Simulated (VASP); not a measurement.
# Ag (P6_3/mmc) in VASP: a series of runs, part 2 of 2

VASP 6.6.1.

## Step 3: Single point, PBE

File INCAR:

```
SYSTEM = Ag
  PREC = Accurate
  ENCUT = 520
  EDIFF = 1E-6
  ISMEAR = -1
  SIGMA = 0.05
  LREAL = .FALSE.
  LASPH = .TRUE.
  NELM = 60
  ALGO = Fast
  ISIF = 2
  LWAVE = .FALSE.
  LCHARG = .TRUE.
  GGA = PE
  LELF = .TRUE.
  LVHAR = .TRUE.
  NBANDS = 18
```

File KPOINTS:

```
Automatic mesh
0
G
  10 10 6
  0 0 0
```

File POSCAR:

```
Ag
1.0
    2.9300000000      0.0000000000      0.0000000000
   -1.4650000000      2.5374544331      0.0000000000
    0.0000000000      0.0000000000      4.7900000000
Ag
2
Direct
    0.6666666667      0.3333333333      0.7500000000
    0.3333333333      0.6666666667      0.2500000000
```

Potentials or basis: VASP PAW PBE potentials, release 64 (Ag).

The run is started by

```bash
cat potpaw_PBE.64/Ag/POTCAR > POTCAR
mpirun -np 1 vasp_std > vasp.out
```

Wall time 10 s (1 thread of Intel Xeon 6975P-C (Granite Rapids), shared host); peak memory 0.16 GiB.

Results (log left out):

| Property | Result |
| --- | --- |
| Free energy | -5.4211 eV |
| Pressure | 0.6 GPa |
| Band gap on the k mesh | zero (band 11 reaches 10.89 eV, above the bottom of band 12 at 4.47 eV) |

Stress tensor (GPa, compression positive):
```
0.77 0.00 0.00
0.00 0.77 0.00
0.00 0.00 0.12
```

Levels at points of the mesh, in eV from the Fermi level:
```
           k point  band 7  band 8  band 9  band 10  band 11  band 12  band 13  band 14  band 15  band 16
(0.00, 0.00, 0.00)   -4.34   -4.01   -4.01    -3.08    -3.08    -0.28     3.36    15.54    17.40    17.68
(0.50, 0.00, 0.00)   -3.70   -2.95   -2.90    -2.82     0.13     1.46     6.70     6.97     9.02    10.13
(0.00, 0.00, 0.50)   -4.38   -4.38   -3.37    -3.37    -3.37    -3.37    10.81    10.81    15.89    15.89
(0.50, 0.00, 0.50)   -3.11   -3.11   -2.87    -2.87     0.82     0.82     4.36     4.36    13.29    13.29
```

## Step 4: Single point, PBE (volume scaled by 1.02)

File INCAR:

```
ALGO     = Fast           # electronic algorithm
EDIFF    = 1E-7           # SCF threshold, eV
ENCUT    = 520            # plane-wave cutoff, eV
GGA      = PE             # functional
ISIF     = 2              # what is computed and relaxed
ISMEAR   = -1             # smearing method
LASPH    = True           # aspherical terms in the spheres
LCHARG   = False          # write CHGCAR
LREAL    = False          # projectors in reciprocal space
LWAVE    = False          # write WAVECAR
NBANDS   = 18             # bands
NELM     = 80             # most SCF steps
PREC     = Accurate       # precision mode
SIGMA    = 0.05           # smearing width, eV
```

File KPOINTS:

```
k-points
0
Gamma
  10 10 6
```

File POSCAR:

```
Ag
1.0
    2.9494045390      0.0000000000      0.0000000000
   -1.4747022695      2.5542592568      0.0000000000
    0.0000000000      0.0000000000      4.8217227788
Ag
2
Direct
    0.6666666667      0.3333333333      0.7500000000
    0.3333333333      0.6666666667      0.2500000000
```

Potentials or basis: VASP PAW PBE potentials, release 64 (Ag).

The run is started by

```bash
cat potpaw_PBE.64/Ag/POTCAR > POTCAR
mpirun -np 1 vasp_std > vasp.out
```

OUTCAR:

```text
EDIFF = 1E-7
   ENCUT = 520
   GGA = PE
   ISIF = 2
   ISMEAR = -1
   LASPH = True
   LREAL = False
   NELM = 80
   PREC = Accurate

 ion  position               nearest neighbor table
   1  0.667  0.333  0.750-   2 2.95   2 2.95   2 2.95   2 2.95   2 2.95   2 2.95
   2  0.333  0.667  0.250-   1 2.95   1 2.95   1 2.95   1 2.95   1 2.95   1 2.95

  LATTYP: Found a hexagonal cell.
 ALAT       =     2.9494045390
 C/A-ratio  =     1.6348122867

  Lattice vectors:

[... 193 lines left out ...]
      4       3.0836      2.00000
      5       3.0836      2.00000
      6       3.2947      2.00000
[... 481 lines left out ...]
      5       3.0223      2.00000
      6       3.5757      2.00000
[... 10 lines left out ...]
     17      19.5242      0.00000
     18      21.5595      0.00000

 [... further k-points ...]
[... 5 lines left out ...]
  --------------------------------------------------------------------------------------
  -------------------------------------------------------------------------------------
  Total       -0.2199038     -0.2199038     -0.3655940      0.0000000     -0.0000000      0.0000000
  in kB       -9.6993326     -9.6993326    -16.1253088      0.0000000     -0.0000000      0.0000000
  external PRESSURE =     -11.8413247 kB  Pullay stress =       0.0000000 kB

 VOLUME and BASIS-vectors are now :
 -----------------------------------------------------------------------------
  energy-cutoff  :      520.00
  volume of cell :       36.32
      direct lattice vectors                 reciprocal lattice vectors
     2.949404539  0.000000000  0.000000000     0.339051489  0.195751468  0.000000000
    -1.474702270  2.554259257  0.000000000     0.000000000  0.391502937  0.000000000
     0.000000000  0.000000000  4.821722779     0.000000000  0.000000000  0.207394752

 POSITION                                       TOTAL-FORCE (eV/Angst)
 -----------------------------------------------------------------------------------
      1.47470      0.85142      3.61629         0.000000      0.000000      0.000000
     -0.00000      1.70284      1.20543        -0.000000      0.000000     -0.000000
 -----------------------------------------------------------------------------------
    total drift:                               -0.000000      0.000000     -0.000000

  FREE ENERGIE OF THE ION-ELECTRON SYSTEM (eV)
  ---------------------------------------------------
  free  energy   TOTEN  =        -5.4196044367 eV

  energy  without entropy=       -5.4143525542  energy(sigma->0) =       -5.41697850
```

OSZICAR:

```text
N       E                     dE             d eps       ncg     rms          rms(c)
DAV:   1     0.123512552667E+03    0.12351E+03   -0.11676E+04  2024   0.121E+03
DAV:   2    -0.381544354907E+01   -0.12733E+03   -0.12091E+03  2096   0.265E+02
DAV:   3    -0.587281068340E+01   -0.20574E+01   -0.20510E+01  2354   0.375E+01
DAV:   4    -0.587914053590E+01   -0.63299E-02   -0.63294E-02  2216   0.207E+00
DAV:   5    -0.587919313311E+01   -0.52597E-04   -0.52598E-04  2294   0.202E-01    0.628E+00
RMM:   6    -0.543515178430E+01    0.44404E+00   -0.10798E+00  2020   0.842E+00    0.414E+00
RMM:   7    -0.542406538656E+01    0.11086E-01   -0.19958E-02  2109   0.139E+00    0.245E+00
RMM:   8    -0.541963976461E+01    0.44256E-02   -0.15616E-03  2094   0.348E-01    0.227E-01
RMM:   9    -0.541959620031E+01    0.43564E-04   -0.31837E-04  2196   0.144E-01    0.806E-02
RMM:  10    -0.541960213217E+01   -0.59319E-05   -0.38356E-05  2202   0.478E-02    0.345E-02
RMM:  11    -0.541960440464E+01   -0.22725E-05   -0.10016E-05  2197   0.204E-02    0.995E-03
RMM:  12    -0.541960443673E+01   -0.32091E-07   -0.80718E-07  1964   0.645E-03
   1 F= -.54196044E+01 E0= -.54169785E+01  d E =-.525188E-02
```

stdout:

```text
POSCAR found type information on POSCAR Ag
 POSCAR found :  1 types and       2 ions
 scaLAPACK will be used
 LDA part: xc-table for (Slater+PW92), standard interpolation
 POSCAR, INCAR and KPOINTS ok, starting setup
 FFT: planning ... GRIDC
 FFT: planning ... GRID_SOFT
 FFT: planning ... GRID
 WAVECAR not read
 entering main loop
```

Run time: 10 s. Hardware: 1 thread of Intel Xeon 6975P-C (Granite Rapids), shared host; peak memory 0.16 GiB.

What came out:

```yaml
Free_energy: -5.4196 eV
Pressure: -1.2 GPa
Band_gap_on_the_k_mesh: zero (band 11 reaches 10.59 eV, above the bottom of band 12 at 4.23 eV)
```

## Step 5: Single point, PBE (volume scaled by 1.04)

File INCAR:

```
PREC = Accurate ; ENCUT = 520
EDIFF = 1E-6 ; ISMEAR = -1
SIGMA = 0.05 ; LREAL = False
LASPH = True ; NELM = 60
ALGO = Fast ; ISIF = 2
LWAVE = False ; LCHARG = False
GGA = PE ; NBANDS = 18
```

File KPOINTS:

```
Automatic mesh
0
Gamma
  10 10 6
```

File POSCAR:

```
Ag
1.0
    2.9685570532      0.0000000000      0.0000000000
   -1.4842785266      2.5708458207      0.0000000000
    0.0000000000      0.0000000000      4.8530335443
Ag
2
Direct
    0.6666666667      0.3333333333      0.7500000000
    0.3333333333      0.6666666667      0.2500000000
```

The run is started by

```bash
cat potpaw_PBE.64/Ag/POTCAR > POTCAR
mpirun -np 1 vasp_std > vasp.out
```

It took 10 s on 1 thread of Intel Xeon 6975P-C (Granite Rapids), shared host; peak memory 0.16 GiB.

It converged, with:

```
Free energy            : -5.4109 eV
Pressure               : -2.7 GPa
Band gap on the k mesh : zero (band 11 reaches 10.30 eV, above the bottom of band 12 at 4.00 eV)
```

Stress tensor (GPa, compression positive):
```
-2.49  0.00  0.00
 0.00 -2.49  0.00
 0.00  0.00 -3.14
```

Levels at points of the mesh, in eV from the Fermi level:
| k point | band 8 | band 9 | band 10 | band 11 | band 12 | band 13 | band 14 | band 15 |
| --- | --- | --- | --- | --- | --- | --- | --- | --- |
| (0.00, 0.00, 0.00) | -3.92 | -3.92 | -3.04 | -3.04 | -0.17 | 3.16 | 15.43 | 17.23 |
| (0.50, 0.00, 0.00) | -2.93 | -2.88 | -2.81 | 0.16 | 1.38 | 6.54 | 6.82 | 8.69 |
| (0.00, 0.00, 0.50) | -4.23 | -3.32 | -3.32 | -3.32 | -3.32 | 10.53 | 10.53 | 15.76 |
| (0.50, 0.00, 0.50) | -3.07 | -2.85 | -2.85 | 0.88 | 0.88 | 4.15 | 4.15 | 12.99 |

## Step 6: Summary

```tsv
cell	further INCAR settings	gap on the mesh (eV)	pressure (GPa)
a = 2.930, b = 2.930, c = 4.790 Å, angles 90.0, 90.0, 120.0°, 2 atoms	ALGO = Fast; EDIFF = 1e-06; NBANDS = 18	none	0.6
a = 2.949, b = 2.949, c = 4.822 Å, angles 90.0, 90.0, 120.0°, 2 atoms	ALGO = Fast; EDIFF = 1e-07; NBANDS = 18	none	-1.2
a = 2.969, b = 2.969, c = 4.853 Å, angles 90.0, 90.0, 120.0°, 2 atoms	ALGO = Fast; EDIFF = 1e-06; NBANDS = 18	none	-2.7
```

Alike in all rows: task single point; level PBE; potentials or basis VASP PAW PBE potentials, release 64 (Ag); no spin polarisation; k mesh 10 × 10 × 6; cutoff (eV) 520; smearing fermi-dirac 0.05 eV.

Absolute energies hang on the potentials; compare differences alone.
